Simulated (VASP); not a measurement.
# FeO (R-3m) in VASP: single point with PBEsol

Aim: the single point of FeO with PBEsol.

Everything below comes from runs of VASP 6.6.1. Logs are shortened: lines on timing, memory, paths and dates and some standing lists are left out, and cuts for length are marked.

### 1 The cell of the first run

It takes space group R-3m (No. 166, trigonal). Conventional cell: a = 3.035 Å, b = 3.035 Å, c = 7.547 Å, α = 90.00°, β = 90.00°, γ = 120.00°. Fe (site symmetry -3m) has 6 O at 2.16 Å within 2.9 Å. O (site symmetry -3m) has 6 Fe at 2.16 Å within 2.9 Å.

### 2 Single point, PBEsol, collinear spin, ferromagnetic start

File INCAR:

```
SYSTEM = FeO
PREC = Accurate ; ENCUT = 520
EDIFF = 1E-7 ; ISMEAR = 0
SIGMA = 0.15 ; LREAL = .False.
LASPH = .True. ; NELM = 150
ALGO = Normal ; ISIF = 2
LWAVE = .False. ; LCHARG = .False.
ISPIN = 2 ; MAGMOM = 3.79 0.36
LORBIT = 11 ; LMAXMIX = 4
GGA = PS ; NBANDS = 18
```

File KPOINTS:

```
Automatic mesh
0
Gamma
  18 18 18
  0 0 0
```

File POSCAR:

```
FeO
1.0
    1.5176813758      0.8762337509      2.5157933572
   -1.5176813758      0.8762337509      2.5157933572
    0.0000000000     -1.7524675018      2.5157933572
Fe O
1 1
Direct
    0.0000000000      0.0000000000      0.0000000000
    0.5000000000      0.5000000000      0.5000000000
```

Potentials or basis: VASP PAW PBE potentials, release 64 (Fe, O).

Started as:

```bash
$ cat potpaw_PBE.64/Fe/POTCAR potpaw_PBE.64/O/POTCAR > POTCAR
$ mpirun -np 1 vasp_std > vasp.out
```

OUTCAR:

```text
SYSTEM = FeO
   PREC = Accurate
   ENCUT = 520
   EDIFF = 1E-7
   ISMEAR = 0
   LREAL = .False.
   LASPH = .True.
   NELM = 150
   ISIF = 2
   ISPIN = 2
   LORBIT = 11
   GGA = PS

 ion  position               nearest neighbor table
   1  0.000  0.000  0.000-   2 2.16   2 2.16   2 2.16   2 2.16   2 2.16   2 2.16
   2  0.500  0.500  0.500-   1 2.16   1 2.16   1 2.16   1 2.16   1 2.16   1 2.16

  LATTYP: Found a trigonal (rhomboedric) cell.
 ALAT       =     3.0660004176
 COS(alpha) =     0.5099427870

  Lattice vectors:

 A1 = (   1.5176813758,   0.8762337509,   2.5157933572)
 A2 = (  -1.5176813758,   0.8762337509,   2.5157933572)
 A3 = (   0.0000000000,  -1.7524675018,   2.5157933572)

Analysis of symmetry for initial positions (statically):
=====================================================================
 Subroutine PRICEL returns:
 Original cell was already a primitive cell.

 Routine SETGRP: Setting up the symmetry group for a
 trigonal (rhombohedral) supercell.

 Subroutine GETGRP returns: Found 12 space group operations
 (whereof 12 operations were pure point group operations)
 out of a pool of 12 trial point group operations.

The static configuration has the point symmetry D_3d.

Analysis of symmetry for dynamics (positions and initial velocities):
=====================================================================
 Subroutine PRICEL returns:
 Original cell was already a primitive cell.

 Routine SETGRP: Setting up the symmetry group for a
 trigonal (rhombohedral) supercell.

 Subroutine GETGRP returns: Found 12 space group operations
 (whereof 12 operations were pure point group operations)
 out of a pool of 12 trial point group operations.

The dynamic configuration has the point symmetry D_3d.

Analysis of structural, dynamic, and magnetic symmetry:
=====================================================================
 Subroutine PRICEL returns:
 Original cell was already a primitive cell.

 Routine SETGRP: Setting up the symmetry group for a
 trigonal (rhombohedral) supercell.

 Subroutine GETGRP returns: Found 12 space group operations
 (whereof 12 operations were pure point group operations)
 out of a pool of 12 trial point group operations.

The overall configuration has the point symmetry D_3d.

 Subroutine INISYM returns: Found 12 space group operations
 (whereof 12 operations are pure point group operations),
 and found     1 'primitive' translations

----------------------------------------------------------------------------------------

                                     Primitive cell

  volume of cell :      20.0737

  direct lattice vectors                    reciprocal lattice vectors
     1.517681376  0.876233751  2.515793357     0.329449915  0.190207997  0.132496309
    -1.517681376  0.876233751  2.515793357    -0.329449915  0.190207997  0.132496309
     0.000000000 -1.752467502  2.515793357     0.000000000 -0.380415994  0.132496309

  length of vectors
     3.066000418  3.066000418  3.066000418     0.402829493  0.402829493  0.402829493

  position of ions in fractional coordinates (direct lattice)
     0.000000000  0.000000000  0.000000000
     0.500000000  0.500000000  0.500000000

  ion indices of the primitive-cell ions
   primitive index   ion index
                 1           1
                 2           2

----------------------------------------------------------------------------------------

 KPOINTS: Automatic mesh

Automatic generation of k-mesh.
 Grid dimensions read from file:
 generate k-points for:   18   18   18

 Generating k-lattice:

  Cartesian coordinates                     Fractional coordinates (reciprocal lattice)
     0.018302773  0.010567111  0.007360906     0.055555556  0.000000000  0.000000000
    -0.018302773  0.010567111  0.007360906     0.000000000  0.055555556  0.000000000
     0.000000000 -0.021134222  0.007360906     0.000000000  0.000000000  0.055555556

  Length of vectors
     0.022379416  0.022379416  0.022379416

  Shift w.r.t. Gamma in fractional coordinates (k-lattice)
     0.000000000  0.000000000  0.000000000

 Subroutine IBZKPT returns following result:
 ===========================================

 Found    580 irreducible k-points:

 Following reciprocal coordinates:
            Coordinates               Weight
  0.000000  0.000000  0.000000      1.000000
  0.055556 -0.000000 -0.000000      6.000000
  0.111111 -0.000000 -0.000000      6.000000
  0.166667 -0.000000  0.000000      6.000000
  0.222222 -0.000000 -0.000000      6.000000
  0.277778 -0.000000  0.000000      6.000000
[... 16 lines left out ...]
 -0.277778  0.055556  0.000000     12.000000
 -0.222222  0.055556  0.000000     12.000000
 [... further k-points ...]
   k-points           NKPTS =    580   k-points in BZ     NKDIM =    580   number of bands    NBANDS=     18
   number of dos      NEDOS =    301   number of ions     NIONS =      2
   total plane-waves  NPLWV =  13824
   dimension x,y,z NGX =    24 NGY =   24 NGZ =   24
   dimension x,y,z NGXF=    48 NGYF=   48 NGZF=   48
   ions per type =               1   1
   NGX,Y,Z   is equivalent  to a cutoff of  13.01, 13.01, 13.01 a.u.
   NGXF,Y,Z  is equivalent  to a cutoff of  26.03, 26.03, 26.03 a.u.
 SYSTEM =  FeO
   PREC   = accura    normal or accurate (medium, high low for compatibility)
   ISTART =      0    job   : 0-new  1-cont  2-samecut
   ICHARG =      2    charge: 1-file 2-atom 10-const
   ISPIN  =      2    spin polarized calculation?
   LNONCOLLINEAR =      F non collinear calculations
   LSORBIT =      F    spin-orbit coupling
   LASPH  =      T    aspherical Exc in radial PAW
   ENCUT  =  520.0 eV  38.22 Ry    6.18 a.u.   5.70  5.70  5.70*2*pi/ulx,y,z
   NELM   =    150;   NELMIN=  2; NELMDL= -5     # of ELM steps
   EDIFF  = 0.1E-06   stopping-criterion for ELM
   LREAL  =      F    real-space projection
   EDIFFG = 0.1E-05   stopping-criterion for IOM
   NSW    =      0    number of steps for IOM
   IBRION =     -1    ionic relax: 0-MD 1-quasi-New 2-CG
   NFREE  =      0    steps in history (QN), initial steepest desc. (CG)
   ISIF   =      2    stress and relaxation
   ISYM   =      2    0-nonsym 1-usesym 2-fastsym
   POTIM  = 0.5000    time-step for ionic-motion
   TEBEG  =    0.0;   TEEND  =   0.0 temperature during run
   PSTRESS=    0.0 pullay stress
   NELECT =      14.0000    total number of electrons
   NUPDOWN=      -1.0000    fix difference up-down
   EMIN   =  10.00;   EMAX   =-10.00  energy-range for DOS
   EFERMI =   0.00;   METHOD = LEGACY
   ISMEAR =     0;   SIGMA  =   0.15  broadening in eV -4-tet -1-fermi 0-gaus
   EFERMI_NEDOS =   21; number of points for ismear=-14 and -15
   IALGO  =     38    algorithm
   IMIX   =      4    mixing-type and parameters
     AMIX     =   0.40;   BMIX     =  1.00
     AMIX_MAG =   1.60;   BMIX_MAG =  1.00
  volume/ion in A,a.u.               =      10.04        67.73
  Fermi-wavevector in a.u.,A,eV,Ry     =   1.451806  2.743515 28.677551  2.107741
  Thomas-Fermi vector in A             =   2.569261
   LORBIT       =     11    0 simple, 1 ext, 2 COOP (PROOUT), +10 PAW based schemes
   GGA     = PS    functional components
   LHFCALC =     F    Hartree Fock is set to
   AEXX    =    0.0000 exact exchange contribution
   IVDW    =     0    specifies the selected vdW correction
   LEPSILON=     F    determine dielectric tensor
   LRPA    =     F    only Hartree local field effects (RPA)
 spin polarized calculation
 Gauss-broadening in eV      SIGMA  =   0.15
  energy-cutoff  :      520.00
  volume of cell :       20.07
 maximum number of plane-waves:       556
   NGX = 11   NGY = 11   NGZ = 11

 number of electron      13.9999999 magnetization       4.0000613

 Free energy of the ion-electron system (eV)
  ---------------------------------------------------
  ext. energy  EPLUGINS =         0.00000000
  ---------------------------------------------------
  free energy    TOTEN  =       -15.84365640 eV

  energy without entropy =      -15.82877610  energy(sigma->0) =      -15.83621625

 E-fermi :   6.0379     XC(G=0): -12.3988

 val. band max:        6.0358074839   @ k =  -0.3333   0.1667   0.0556
 cond. band min:       6.0379260433   @ k =   0.2222   0.1667   0.0556
 fundamental gap:      0.0021185594
 Fermi energy:         6.0379061046

 spin component 1

 k-point     1 :       0.0000    0.0000    0.0000
  band No.  band energies     occupation
      1     -14.6304      1.00000
      2       2.1255      1.00000
      3       2.1491      1.00000
      4       2.1874      1.00000
      5       2.1874      1.00000
      6       2.2458      1.00000
[... 10 lines left out ...]
     17      26.5989      0.00000
     18      29.6010      0.00000
[... 463 lines left out ...]
 k-point    24 :      -0.2222    0.0556    0.0000
  band No.  band energies     occupation
      1     -14.0884      1.00000
      2      -0.8178      1.00000
      3       0.1026      1.00000
      4       0.4034      1.00000
      5       2.4798      1.00000
      6       2.6134      1.00000
[... 10 lines left out ...]
     17      31.6690      0.00000
     18      33.6064      0.00000

 [... further k-points ...]

 spin component 2

 k-point     1 :       0.0000    0.0000    0.0000
  band No.  band energies     occupation
      1     -14.0718      1.00000
      2       2.7406      1.00000
      3       2.8395      1.00000
      4       2.8395      1.00000
      5       5.2461      1.00000
      6       5.3312      1.00000
[... 10 lines left out ...]
     17      28.1386      0.00000
     18      30.7223      0.00000
[... 463 lines left out ...]
 k-point    24 :      -0.2222    0.0556    0.0000
  band No.  band energies     occupation
      1     -13.5233      1.00000
      2       0.0334      1.00000
      3       1.5599      1.00000
      4       1.7303      1.00000
      5       5.7303      0.99813
      6       5.7487      0.99680
[... 10 lines left out ...]
     17      32.5161      0.00000
     18      34.6759      0.00000

 [... further k-points ...]

------------------------ aborting loop because EDIFF is reached ----------------------------------------

  FORCE on cell =-STRESS in cart. coord.  units (eV):
  Direction    XX          YY          ZZ          XY          YZ          ZX
  --------------------------------------------------------------------------------------
  -------------------------------------------------------------------------------------
  Total       -1.0398178     -1.0398178     -1.1763077      0.0000000      0.0000000      0.0000000
  in kB      -82.9929206    -82.9929207    -93.8868380      0.0000000      0.0000000      0.0000000
  external PRESSURE =     -86.6242264 kB  Pullay stress =       0.0000000 kB

 VOLUME and BASIS-vectors are now :
 -----------------------------------------------------------------------------
  energy-cutoff  :      520.00
  volume of cell :       20.07
      direct lattice vectors                 reciprocal lattice vectors
     1.517681376  0.876233751  2.515793357     0.329449915  0.190207997  0.132496309
    -1.517681376  0.876233751  2.515793357    -0.329449915  0.190207997  0.132496309
     0.000000000 -1.752467502  2.515793357     0.000000000 -0.380415994  0.132496309

 POSITION                                       TOTAL-FORCE (eV/Angst)
 -----------------------------------------------------------------------------------
      0.00000      0.00000      0.00000         0.000000     -0.000000      0.000000
      0.00000      0.00000      3.77369         0.000000      0.000000      0.000000
 -----------------------------------------------------------------------------------
    total drift:                               -0.000000      0.000000     -0.000000

  FREE ENERGIE OF THE ION-ELECTRON SYSTEM (eV)
  ---------------------------------------------------
  free  energy   TOTEN  =       -15.8436564012 eV

  energy  without entropy=      -15.8287761006  energy(sigma->0) =      -15.83621625

 total charge

# of ion       s       p       d       tot
------------------------------------------
    1        0.292   0.362   6.084   6.738
    2        1.551   3.413   0.000   4.965
--------------------------------------------------
tot          1.843   3.776   6.084  11.702

 magnetization (x)

# of ion       s       p       d       tot
------------------------------------------
    1        0.026   0.021   3.564   3.611
    2        0.030   0.273   0.000   0.303
--------------------------------------------------
tot          0.056   0.294   3.564   3.914
```

Run time: 4.9 min. Hardware: 1 thread of AMD EPYC 9R45 (Zen 5), shared host; peak memory 0.38 GiB.

What came out:

| Item | Value |
| --- | --- |
| Free energy | -15.8437 eV |
| Pressure | -8.7 GPa |
| Band gap on the k mesh | zero (filled and empty bands overlap) |
| Net moment | 4.00 μB per cell |
| Site moments | Fe +3.61; O +0.30 μB |
| Valence electrons inside the program's atomic spheres | Fe 6.74; O 4.96 |

Caveat: the cell stands under tension; the PAW data sets were made with another functional, which shifts forces and pressure a little; a cell with one magnetic atom can't hold antiferromagnetic order, which such compounds often take; semilocal functionals often make such compounds metallic where correlation or magnetic order opens a gap, which also shifts bond lengths. With open d or f shells a metallic result of PBEsol can be an artefact of self-interaction; +U or a hybrid may open a gap.
